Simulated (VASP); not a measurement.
Wanted: the native input for a VASP 6.6.1 run.

| Item | Value |
| --- | --- |
| Task | single point |
| Functional | PBEsol |
| Potentials or basis | VASP PAW PBE potentials, release 64 (Ta_pv, As) |
| Cutoff | 520 eV |
| k mesh | 10 × 10 × 10 |
| Occupations | gaussian, width 0.05 eV |
| Spin | no spin polarisation |
| Dipole correction | no |
| Further INCAR settings | ALGO = Normal; EDIFF = 1e-06; NBANDS = 15 |

The structure of TaAs lies in POSCAR:

```
TaAs
1.0
    0.0000000000      2.5996764883      2.5996764883
    2.5996764883      0.0000000000      2.5996764883
    2.5996764883      2.5996764883      0.0000000000
Ta As
1 1
Direct
    0.5000000000      0.5000000000      0.5000000000
    0.0000000000      0.0000000000      0.0000000000
```

The input as run:

INCAR

```
SYSTEM = TaAs
PREC = Accurate
ENCUT = 520
EDIFF = 1E-6
ISMEAR = 0
SIGMA = 0.05
LREAL = .False.
LASPH = .True.
NELM = 80
ALGO = Normal
ISIF = 2
LWAVE = .False.
LCHARG = .False.
GGA = PS
NBANDS = 15
```

KPOINTS

```
Automatic mesh
0
Gamma
  10 10 10
  0 0 0
```

Potentials or basis: VASP PAW PBE potentials, release 64 (Ta_pv, As).

Run with:

```sh
$ cat potpaw_PBE.64/Ta_pv/POTCAR potpaw_PBE.64/As/POTCAR > POTCAR
$ mpirun -np 1 vasp_std > vasp.out
```

It gave:

| Quantity | Value |
| --- | --- |
| Pressure | 1.1 GPa |
| Band gap on the k mesh | zero (band 8 reaches 8.33 eV, above the bottom of band 9 at 6.06 eV) |

Caveat: the PAW data sets were made with another functional, which shifts forces and pressure a little; spin-orbit coupling is left out, which moves the levels of the heavy elements.

Run time: 19 s on 1 thread of Intel(R) Xeon(R) Platinum 8488C (Sapphire Rapids), with other jobs on the host, peak memory 0.17 GiB.
